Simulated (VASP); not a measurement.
# LuSi2Rh2C (I4/mmm) in VASP: single point with PBE

Aim: the single point of LuSi2Rh2C with PBE.

All numbers are computed with VASP 6.6.1; they aren't measurements. Logs are shortened: lines on timing, memory, paths and dates and some standing lists are left out, and cuts for length are marked.

## 1. The cell of the first run

The structure is tetragonal, space group I4/mmm (No. 139). Conventional cell: a = 4.046 Å, b = 4.046 Å, c = 10.712 Å, α = 90.00°, β = 90.00°, γ = 90.00°. Within 2.1 Å of C (site symmetry 4/mmm) lie 2 Si at 1.58 Å. Within 3.0 Å of Rh (site symmetry -4m2) lie 4 Si at 2.30 Å and 4 Rh at 2.86 Å. Within 2.1 Å of Si (site symmetry 4mm) lie 1 C at 1.58 Å. Lu (site symmetry 4/mmm) has 4 C at 2.86 Å and 10 Si at 3.27 to 3.77 Å and 8 Rh at 3.36 Å within 3.8 Å.

## 2. Single point, PBE

INCAR reads:

```
SYSTEM = LuSi2Rh2C
ALGO = Normal
EDIFF = 1E-6
ENCUT = 520
GGA = PE
ISIF = 2
ISMEAR = -1
LASPH = .True.
LCHARG = .False.
LREAL = .False.
LWAVE = .False.
NBANDS = 42
NELM = 60
PREC = Accurate
SIGMA = 0.1
```

KPOINTS reads:

```
k-points
0
Gamma
  5 5 5
  0 0 0
```

POSCAR reads:

```
LuSi2Rh2C
1.0
    0.0000000000      4.0455520000      0.0000000000
    4.0455520000      0.0000000000      0.0000000000
    2.0227760000      2.0227760000     -5.3561720000
C Rh Si Lu
1 2 2 1
Direct
    0.0000000000      0.0000000000      0.0000000000
    0.7500000000      0.2500000000      0.5000000000
    0.2500000000      0.7500000000      0.5000000000
    0.1477200000      0.1477200000      0.7045600000
    0.8522800000      0.8522800000      0.2954400000
    0.5000000000      0.5000000000      0.0000000000
```

Potentials or basis: VASP PAW PBE potentials, release 64 (C, Rh_pv, Si, Lu).

On the command line:

```bash
> cat potpaw_PBE.64/C/POTCAR potpaw_PBE.64/Rh_pv/POTCAR potpaw_PBE.64/Si/POTCAR potpaw_PBE.64/Lu/POTCAR > POTCAR
> mpirun -np 1 vasp_std > vasp.out
```

OUTCAR:

```text
SYSTEM = LuSi2Rh2C
   EDIFF = 1E-6
   ENCUT = 520
   GGA = PE
   ISIF = 2
   ISMEAR = -1
   LASPH = .True.
   LREAL = .False.
   NELM = 60
   PREC = Accurate

 ion  position               nearest neighbor table
   1  0.000  0.000  0.000-   4 1.58   5 1.58   6 2.86   6 2.86   6 2.86   6 2.86
   2  0.750  0.250  0.500-   5 2.30   4 2.30   5 2.30   4 2.30   3 2.86   3 2.86   3 2.86   3 2.86
                             6 3.36   6 3.36   6 3.36   6 3.36
   3  0.250  0.750  0.500-   5 2.30   4 2.30   5 2.30   4 2.30   2 2.86   2 2.86   2 2.86   2 2.86
                             6 3.36   6 3.36   6 3.36   6 3.36
   4  0.148  0.148  0.705-   1 1.58   3 2.30   2 2.30   2 2.30   3 2.30   6 3.27   6 3.27   6 3.27
                             6 3.27
   5  0.852  0.852  0.295-   1 1.58   2 2.30   3 2.30   2 2.30   3 2.30   6 3.27   6 3.27   6 3.27
                             6 3.27
   6  0.500  0.500  0.000-   1 2.86   1 2.86   1 2.86   1 2.86   4 3.27   5 3.27   4 3.27   5 3.27
                             4 3.27   5 3.27   4 3.27   5 3.27   2 3.36   3 3.36   3 3.36   2 3.36

  LATTYP: Found a body centered tetragonal cell.
 ALAT       =     4.0455520000
 C/A-ratio  =     2.6479313577

  Lattice vectors:

 A1 = (  -2.0227760000,   2.0227760000,   5.3561720000)
 A2 = (   2.0227760000,  -2.0227760000,   5.3561720000)
 A3 = (   2.0227760000,   2.0227760000,  -5.3561720000)

Analysis of symmetry for initial positions (statically):
=====================================================================
 Subroutine PRICEL returns:
 Original cell was already a primitive cell.

 Routine SETGRP: Setting up the symmetry group for a
 body centered tetragonal supercell.

 Subroutine GETGRP returns: Found 16 space group operations
 (whereof 16 operations were pure point group operations)
 out of a pool of 16 trial point group operations.

The static configuration has the point symmetry D_4h.

Analysis of symmetry for dynamics (positions and initial velocities):
=====================================================================
 Subroutine PRICEL returns:
 Original cell was already a primitive cell.

 Routine SETGRP: Setting up the symmetry group for a
 body centered tetragonal supercell.

 Subroutine GETGRP returns: Found 16 space group operations
 (whereof 16 operations were pure point group operations)
 out of a pool of 16 trial point group operations.

The dynamic configuration has the point symmetry D_4h.

 Subroutine INISYM returns: Found 16 space group operations
 (whereof 16 operations are pure point group operations),
 and found     1 'primitive' translations

----------------------------------------------------------------------------------------

                                     Primitive cell

  volume of cell :      87.6617

  direct lattice vectors                    reciprocal lattice vectors
     0.000000000  4.045552000  0.000000000     0.000000000  0.247185057  0.093350251
     4.045552000  0.000000000  0.000000000     0.247185057  0.000000000  0.093350251
     2.022776000  2.022776000 -5.356172000     0.000000000  0.000000000 -0.186700502

  length of vectors
     4.045552000  4.045552000  6.072217386     0.264224756  0.264224756  0.186700502

  position of ions in fractional coordinates (direct lattice)
     0.000000000  0.000000000  0.000000000
     0.750000000  0.250000000  0.500000000
     0.250000000  0.750000000  0.500000000
     0.147720000  0.147720000  0.704560000
     0.852280000  0.852280000  0.295440000
     0.500000000  0.500000000  0.000000000

  ion indices of the primitive-cell ions
   primitive index   ion index
                 1           1
                 2           2
                 3           3
                 4           4
                 5           5
                 6           6

----------------------------------------------------------------------------------------

 KPOINTS: k-points

Automatic generation of k-mesh.
 Grid dimensions read from file:
 generate k-points for:    5    5    5

 Generating k-lattice:

  Cartesian coordinates                     Fractional coordinates (reciprocal lattice)
     0.000000000  0.049437011  0.018670050     0.200000000  0.000000000  0.000000000
     0.049437011  0.000000000  0.018670050     0.000000000  0.200000000  0.000000000
     0.000000000  0.000000000 -0.037340100     0.000000000  0.000000000  0.200000000

  Length of vectors
     0.052844951  0.052844951  0.037340100

  Shift w.r.t. Gamma in fractional coordinates (k-lattice)
     0.000000000  0.000000000  0.000000000

 Subroutine IBZKPT returns following result:
 ===========================================

 Found     18 irreducible k-points:

 Following reciprocal coordinates:
            Coordinates               Weight
  0.000000  0.000000  0.000000      1.000000
  0.200000  0.000000  0.000000      8.000000
  0.400000  0.000000 -0.000000      8.000000
  0.200000  0.200000  0.000000      8.000000
  0.400000  0.200000  0.000000     16.000000
 -0.400000  0.200000  0.000000     16.000000
[... 10 lines left out ...]
  0.000000  0.000000  0.400000      2.000000
 -0.200000  0.000000  0.400000      4.000000
   k-points           NKPTS =     18   k-points in BZ     NKDIM =     18   number of bands    NBANDS=     42
   number of dos      NEDOS =    301   number of ions     NIONS =      6
   total plane-waves  NPLWV =  43200
   dimension x,y,z NGX =    30 NGY =   30 NGZ =   48
   dimension x,y,z NGXF=    60 NGYF=   60 NGZF=   96
   ions per type =               1   2   2   1
   NGX,Y,Z   is equivalent  to a cutoff of  12.33, 12.33, 13.14 a.u.
   NGXF,Y,Z  is equivalent  to a cutoff of  24.66, 24.66, 26.28 a.u.
 SYSTEM =  LuSi2Rh2C
   PREC   = accura    normal or accurate (medium, high low for compatibility)
   ISTART =      0    job   : 0-new  1-cont  2-samecut
   ICHARG =      2    charge: 1-file 2-atom 10-const
   ISPIN  =      1    spin polarized calculation?
   LNONCOLLINEAR =      F non collinear calculations
   LSORBIT =      F    spin-orbit coupling
   LASPH  =      T    aspherical Exc in radial PAW
   ENCUT  =  520.0 eV  38.22 Ry    6.18 a.u.   7.52  7.52 11.29*2*pi/ulx,y,z
   NELM   =     60;   NELMIN=  2; NELMDL= -5     # of ELM steps
   EDIFF  = 0.1E-05   stopping-criterion for ELM
   LREAL  =      F    real-space projection
   EDIFFG = 0.1E-04   stopping-criterion for IOM
   NSW    =      0    number of steps for IOM
   IBRION =     -1    ionic relax: 0-MD 1-quasi-New 2-CG
   NFREE  =      0    steps in history (QN), initial steepest desc. (CG)
   ISIF   =      2    stress and relaxation
   ISYM   =      2    0-nonsym 1-usesym 2-fastsym
   POTIM  = 0.5000    time-step for ionic-motion
   TEBEG  =    0.0;   TEEND  =   0.0 temperature during run
   PSTRESS=    0.0 pullay stress
   NELECT =      67.0000    total number of electrons
   NUPDOWN=      -1.0000    fix difference up-down
   EMIN   =  10.00;   EMAX   =-10.00  energy-range for DOS
   EFERMI =   0.00;   METHOD = LEGACY
   ISMEAR =    -1;   SIGMA  =   0.10  broadening in eV -4-tet -1-fermi 0-gaus
   EFERMI_NEDOS =   21; number of points for ismear=-14 and -15
   IALGO  =     38    algorithm
   IMIX   =      4    mixing-type and parameters
     AMIX     =   0.40;   BMIX     =  1.00
     AMIX_MAG =   1.60;   BMIX_MAG =  1.00
  volume/ion in A,a.u.               =      14.61        98.60
  Fermi-wavevector in a.u.,A,eV,Ry     =   1.496798  2.828537 30.482533  2.240403
  Thomas-Fermi vector in A             =   2.608768
   LORBIT       =      0    0 simple, 1 ext, 2 COOP (PROOUT), +10 PAW based schemes
   GGA     = PE    functional components
   LHFCALC =     F    Hartree Fock is set to
   AEXX    =    0.0000 exact exchange contribution
   IVDW    =     0    specifies the selected vdW correction
   LEPSILON=     F    determine dielectric tensor
   LRPA    =     F    only Hartree local field effects (RPA)
 non-spin polarized calculation
  energy-cutoff  :      520.00
  volume of cell :       87.66
 maximum number of plane-waves:      2411
 NGX is ok and might be reduce to    30
   NGX = 15   NGY = 15   NGZ = 23

 number of electron      67.0000005 magnetization

 Free energy of the ion-electron system (eV)
  ---------------------------------------------------
  ext. energy  EPLUGINS =         0.00000000
  ---------------------------------------------------
  free energy    TOTEN  =       -41.22726436 eV

  energy without entropy =      -41.15476453  energy(sigma->0) =      -41.19101445

 E-fermi :   8.5292     XC(G=0): -12.0487

 val. band max:        8.5145708737   @ k =   0.2000   0.2000   0.0000
 cond. band min:       8.5980081939   @ k =   0.0000   0.0000   0.2000
 fundamental gap:      0.0834373202
 Fermi energy:         8.5291557626

 k-point     1 :       0.0000    0.0000    0.0000
  band No.  band energies     occupation
      1     -48.7081      2.00000
      2     -38.4394      2.00000
      3     -38.4394      2.00000
      4     -38.2378      2.00000
      5     -38.2378      2.00000
      6     -38.1112      2.00000
[... 34 lines left out ...]
     41      13.1316      0.00000
     42      13.7256      0.00000

 k-point     2 :       0.2000    0.0000    0.0000
  band No.  band energies     occupation
      1     -48.7078      2.00000
      2     -38.4219      2.00000
      3     -38.4203      2.00000
      4     -38.2589      2.00000
      5     -38.2572      2.00000
      6     -38.1065      2.00000
[... 34 lines left out ...]
     41      13.1114      0.00000
     42      14.5718      0.00000

 k-point     3 :       0.4000    0.0000   -0.0000
  band No.  band energies     occupation
      1     -48.7073      2.00000
      2     -38.3745      2.00000
      3     -38.3702      2.00000
      4     -38.3122      2.00000
      5     -38.3079      2.00000
      6     -38.0944      2.00000
[... 34 lines left out ...]
     41      13.6393      0.00000
     42      14.0390      0.00000

 k-point     4 :       0.2000    0.2000    0.0000
  band No.  band energies     occupation
      1     -48.7075      2.00000
      2     -38.4493      2.00000
      3     -38.3634      2.00000
      4     -38.3181      2.00000
      5     -38.2307      2.00000
      6     -38.1026      2.00000
[... 574 lines left out ...]
     41      13.1686      0.00000
     42      14.0177      0.00000

 k-point    17 :       0.0000    0.0000    0.4000
  band No.  band energies     occupation
      1     -48.7081      2.00000
      2     -38.4394      2.00000
      3     -38.4394      2.00000
      4     -38.2378      2.00000
      5     -38.2378      2.00000
      6     -38.1110      2.00000
[... 34 lines left out ...]
     41      12.9544      0.00000
     42      13.9419      0.00000

 k-point    18 :      -0.2000    0.0000    0.4000
  band No.  band energies     occupation
      1     -48.7078      2.00000
      2     -38.4219      2.00000
      3     -38.4203      2.00000
      4     -38.2589      2.00000
      5     -38.2572      2.00000
      6     -38.1063      2.00000
[... 34 lines left out ...]
     41      13.0488      0.00000
     42      13.2653      0.00000

------------------------ aborting loop because EDIFF is reached ----------------------------------------

  FORCE on cell =-STRESS in cart. coord.  units (eV):
  Direction    XX          YY          ZZ          XY          YZ          ZX
  --------------------------------------------------------------------------------------
  -------------------------------------------------------------------------------------
  Total        2.1733463      2.1733463     29.0760772      0.0000000      0.0000000      0.0000000
  in kB       39.7218452     39.7218452    531.4180542      0.0000000      0.0000000      0.0000000
  external PRESSURE =     203.6205816 kB  Pullay stress =       0.0000000 kB

 VOLUME and BASIS-vectors are now :
 -----------------------------------------------------------------------------
  energy-cutoff  :      520.00
  volume of cell :       87.66
      direct lattice vectors                 reciprocal lattice vectors
     0.000000000  4.045552000  0.000000000     0.000000000  0.247185057  0.093350251
     4.045552000  0.000000000  0.000000000     0.247185057  0.000000000  0.093350251
     2.022776000  2.022776000 -5.356172000     0.000000000  0.000000000 -0.186700502

 POSITION                                       TOTAL-FORCE (eV/Angst)
 -----------------------------------------------------------------------------------
      0.00000      0.00000      0.00000        -0.000000      0.000000      0.000000
      2.02278      4.04555     -2.67809         0.000000      0.000000      0.000000
      4.04555      2.02278     -2.67809        -0.000000     -0.000000      0.000000
      2.02278      2.02278     -3.77374         0.000000      0.000000      5.384562
      4.04555      4.04555     -1.58243        -0.000000     -0.000000     -5.384562
      2.02278      2.02278      0.00000        -0.000000      0.000000      0.000000
 -----------------------------------------------------------------------------------
    total drift:                                0.000000     -0.000000      0.000000

  FREE ENERGIE OF THE ION-ELECTRON SYSTEM (eV)
  ---------------------------------------------------
  free  energy   TOTEN  =       -41.2272643619 eV

  energy  without entropy=      -41.1547645287  energy(sigma->0) =      -41.19101445
```

It took 63 s on 1 thread of AMD EPYC 7R13 (Zen 3), shared host; peak memory 0.21 GiB.

Results:

```yaml
Free_energy: -41.2273 eV
Pressure: 20.4 GPa
Largest_force: 5.385 eV/Å
Band_gap_on_the_k_mesh: zero (an odd number of electrons rules out a gap without spin polarisation)
```

Forces on the atoms (eV/Å):
```
C    0.000  0.000  0.000
Rh   0.000  0.000  0.000
Rh   0.000  0.000  0.000
Si   0.000  0.000  5.385
Si   0.000  0.000 -5.385
Lu   0.000  0.000  0.000
```

Stress tensor (GPa, compression positive):
```
 3.97  0.00  0.00
 0.00  3.97  0.00
 0.00  0.00 53.14
```

Levels at points of the mesh, in eV from the Fermi level:
```tsv
k point	band 31	band 32	band 33	band 34	band 35	band 36	band 37	band 38
(0.00, 0.00, 0.00)	-1.69	-0.98	-0.98	-0.47	-0.17	-0.08	1.73	2.56
```

Caveat: the cell stands under pressure; spin-orbit coupling is left out, which moves the levels of the heavy elements; forces of over 1 eV/Å act on the atoms, so gaps and moduli don't describe the material at rest.
